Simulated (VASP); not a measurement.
# Pb (P6_3/mmc) in VASP: further runs, part 2 of 2

VASP 6.6.1. Earlier steps stand in the parts before.

## Step 3: Single point, r2SCAN (strain +0.040 along x and y, -0.080 along z)

The input, POSCAR:

```
Pb
1.0
    3.6192007182      0.0000000000      0.0000000000
   -1.8096003591      3.1343197634      0.0000000000
    0.0000000000      0.0000000000      5.1428000000
Pb
2
Direct
    0.3333333333      0.6666666667      0.2500000000
    0.6666666667      0.3333333333      0.7500000000
```

The input, INCAR.step1:

```
SYSTEM = Pb
  PREC = Accurate
  ENCUT = 520
  ISMEAR = 0
  SIGMA = 0.15
  LREAL = .False.
  LASPH = .True.
  NELM = 60
  NBANDS = 21
  GGA = PE
  ALGO = Normal
  EDIFF = 1E-4
  LWAVE = .True.
  LCHARG = .False.
```

The input, INCAR.step2:

```
SYSTEM = Pb
  PREC = Accurate
  ENCUT = 520
  EDIFF = 1E-6
  ISMEAR = 0
  SIGMA = 0.15
  LREAL = .False.
  LASPH = .True.
  NELM = 60
  ALGO = Normal
  ISIF = 2
  LWAVE = .False.
  LCHARG = .False.
  METAGGA = R2SCAN
  LMIXTAU = .True.
  NBANDS = 21
  ISTART = 1
```

The input, KPOINTS:

```
Automatic mesh
0
Gamma
  18 18 10
  0 0 0
```

Potentials or basis: VASP PAW PBE potentials, release 64 (Pb_d).

On the command line:

```
$ cat potpaw_PBE.64/Pb_d/POTCAR > POTCAR
$ cp INCAR.step1 INCAR
$ mpirun -np 1 vasp_std > vasp.out
$ cp INCAR.step2 INCAR
$ mpirun -np 1 vasp_std > vasp.out
```

OUTCAR:

```text
SYSTEM = Pb
   PREC = Accurate
   ENCUT = 520
   EDIFF = 1E-6
   ISMEAR = 0
   LREAL = .False.
   LASPH = .True.
   NELM = 60
   ISIF = 2
   METAGGA = R2SCAN
   ISTART = 1

 ion  position               nearest neighbor table
   1  0.333  0.667  0.250-   2 3.31   2 3.31   2 3.31   2 3.31   2 3.31   2 3.31
   2  0.667  0.333  0.750-   1 3.31   1 3.31   1 3.31   1 3.31   1 3.31   1 3.31

  LATTYP: Found a hexagonal cell.
 ALAT       =     3.6192007182
 C/A-ratio  =     1.4209767295

  Lattice vectors:

[... 766 lines left out ...]
------------------------ aborting loop because EDIFF is reached ----------------------------------------

  FORCE on cell =-STRESS in cart. coord.  units (eV):
  Direction    XX          YY          ZZ          XY          YZ          ZX
  --------------------------------------------------------------------------------------
  -------------------------------------------------------------------------------------
  Total        0.8363918      0.8363918      2.6553845      0.0000000      0.0000000      0.0000000
  in kB       22.9701983     22.9701983     72.9260007      0.0000000      0.0000000      0.0000000
  external PRESSURE =      39.6221324 kB  Pullay stress =       0.0000000 kB

 VOLUME and BASIS-vectors are now :
 -----------------------------------------------------------------------------
  energy-cutoff  :      520.00
  volume of cell :       58.34
      direct lattice vectors                 reciprocal lattice vectors
     3.619200718  0.000000000  0.000000000     0.276304101  0.159524247  0.000000000
    -1.809600359  3.134319763  0.000000000     0.000000000  0.319048494  0.000000000
     0.000000000  0.000000000  5.142800000     0.000000000  0.000000000  0.194446605

 POSITION                                       TOTAL-FORCE (eV/Angst)
 -----------------------------------------------------------------------------------
     -0.00000      2.08955      1.28570         0.000000     -0.000000      0.000000
      1.80960      1.04477      3.85710        -0.000000      0.000000      0.000000
 -----------------------------------------------------------------------------------
    total drift:                               -0.000000      0.000000      0.000000

  FREE ENERGIE OF THE ION-ELECTRON SYSTEM (eV)
  ---------------------------------------------------
  free  energy   TOTEN  =      -112.3842642052 eV

  energy  without entropy=     -112.3707131737  energy(sigma->0) =     -112.37748869
```

OUTCAR.step1:

```text
SYSTEM = Pb
   PREC = Accurate
   ENCUT = 520
   ISMEAR = 0
   LREAL = .False.
   LASPH = .True.
[... 801 lines left out ...]
     -0.00000      2.08955      1.28570         0.000000      0.000000      0.000000
      1.80960      1.04477      3.85710        -0.000000     -0.000000      0.000000
 -----------------------------------------------------------------------------------
    total drift:                               -0.000000      0.000000      0.000000

  FREE ENERGIE OF THE ION-ELECTRON SYSTEM (eV)
  ---------------------------------------------------
  free  energy   TOTEN  =        -6.9151844438 eV

  energy  without entropy=       -6.9006133182  energy(sigma->0) =       -6.90789888
```

It took 21 min on 1 thread of Oxide Virtual Turin-like, shared host; peak memory 0.31 GiB.

Results:

```
Free energy            : -112.3843 eV
Pressure               : 4.0 GPa
Band gap on the k mesh : zero (band 14 reaches 12.50 eV, above the bottom of band 15 at 5.24 eV)
```

Caveat: the cell differs from its parent crystal (strain +0.040 along x and y, -0.080 along z); the PAW data sets were made with another functional, which shifts forces and pressure a little; spin-orbit coupling is left out, which moves the levels of the heavy elements.

## Step 4: Single point, r2SCAN (strain -0.040 along x and y, +0.080 along z)

The input, POSCAR:

```
Pb
1.0
    3.3408006629      0.0000000000      0.0000000000
   -1.6704003315      2.8932182431      0.0000000000
    0.0000000000      0.0000000000      6.0372000000
Pb
2
Direct
    0.3333333333      0.6666666667      0.2500000000
    0.6666666667      0.3333333333      0.7500000000
```

The input, INCAR.step1:

```
SYSTEM = Pb
PREC = Accurate
ENCUT = 520
ISMEAR = 0
SIGMA = 0.15
LREAL = .FALSE.
LASPH = .TRUE.
NELM = 100
NBANDS = 21
GGA = PE
ALGO = Normal
EDIFF = 1E-4
LWAVE = .TRUE.
LCHARG = .FALSE.
```

The input, INCAR.step2:

```
SYSTEM = Pb
PREC = Accurate
ENCUT = 520
EDIFF = 1E-7
ISMEAR = 0
SIGMA = 0.15
LREAL = .FALSE.
LASPH = .TRUE.
NELM = 100
ALGO = Normal
ISIF = 2
LWAVE = .FALSE.
LCHARG = .FALSE.
METAGGA = R2SCAN
LMIXTAU = .TRUE.
NBANDS = 21
ISTART = 1
```

The input, KPOINTS:

```
regular mesh
0
G
  18 18 10
  0 0 0
```

On the command line:

```
$ cat potpaw_PBE.64/Pb_d/POTCAR > POTCAR
$ cp INCAR.step1 INCAR
$ mpirun -np 1 vasp_std > vasp.out
$ cp INCAR.step2 INCAR
$ mpirun -np 1 vasp_std > vasp.out
```

Run time: 29 min. Hardware: 1 thread of Oxide Virtual Turin-like, shared host; peak memory 0.32 GiB.

It converged, with:

```yaml
Free_energy: -112.4526 eV
Pressure: 3.6 GPa
Band_gap_on_the_k_mesh: zero (band 14 reaches 13.72 eV, above the bottom of band 15 at 5.59 eV)
```

Stress tensor (GPa, compression positive):
```
5.16 0.00 0.00
0.00 5.16 0.00
0.00 0.00 0.54
```

Levels at points of the mesh, in eV from the Fermi level:
```csv
k point,band 12,band 13,band 14,band 15,band 16,band 17
"(0.00, 0.00, 0.00)",-9.49,-4.77,6.01,7.31,7.31,8.92
"(0.50, 0.00, 0.00)",-7.26,-3.56,-2.40,-0.48,1.86,3.03
"(0.00, 0.00, 0.50)",-11.53,-0.33,-0.33,8.06,8.06,8.06
"(0.50, 0.00, 0.50)",-7.65,-4.08,-4.08,3.10,3.10,4.23
```

Caveat: the cell differs from its parent crystal (strain -0.040 along x and y, +0.080 along z); the PAW data sets were made with another functional, which shifts forces and pressure a little; spin-orbit coupling is left out, which moves the levels of the heavy elements.

## Step 5: Summary

| cell | gap on the mesh (eV) | pressure (GPa) |
| --- | --- | --- |
| a = 3.480, b = 3.480, c = 5.814 Å, angles 90.0, 90.0, 120.0°, 2 atoms | none | 0.7 |
| a = 3.619, b = 3.619, c = 5.143 Å, angles 90.0, 90.0, 120.0°, 2 atoms | none | 4.0 |
| a = 3.341, b = 3.341, c = 6.037 Å, angles 90.0, 90.0, 120.0°, 2 atoms | none | 3.6 |

Alike in all rows: task single point; level r2SCAN; potentials or basis VASP PAW PBE potentials, release 64 (Pb_d); no spin polarisation; k mesh 18 × 18 × 10; cutoff (eV) 520; smearing gaussian 0.15 eV.

Caveats: the PAW data sets were made with another functional, which shifts forces and pressure a little; spin-orbit coupling is left out, which moves the levels of the heavy elements.

Absolute energies hang on the potentials; compare differences alone.
